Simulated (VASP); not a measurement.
Crystal: WC.

```
CELL_PARAMETERS angstrom
2.90050 0.00000 0.00000
-1.45025 2.51191 0.00000
0.00000 0.00000 2.82900
ATOMIC_POSITIONS crystal
W 0.00000 0.00000 0.00000
C 0.68589 0.34741 0.50000
```

This cell differs from its parent crystal: atom 2 (C) moved by [0.035355, 0.035355, 0.0] A.

Base run:

| Property | Result |
| --- | --- |
| Program | VASP 6.6.1 |
| Functional | PBE |
| Potentials or basis | VASP PAW PBE potentials, release 64 (W_sv, C) |
| Cutoff | 520 eV |
| k mesh | 13 × 13 × 12 |
| Occupations | fermi-dirac, width 0.05 eV |
| Spin | no spin polarisation |

Its results: band gap on the k mesh zero (bands 9 and 10 overlap by 1.30 eV); pressure 10.0 GPa; largest force 0.786 eV/Å.

Question: The run is repeated on the same cell with these changes: dispersion from none to D4. What comes out?

Answer: Band gap on the k mesh zero (bands 9 and 10 overlap by 1.30 eV); pressure 2.9 GPa; largest force 0.785 eV/Å.

Dispersion adds attraction, which lowers the pressure at fixed volume and, as a term added to the energy, leaves the levels alone.

Caveats: spin-orbit coupling is left out, which moves the levels of the heavy elements; the cell stands under pressure (at least some runs).
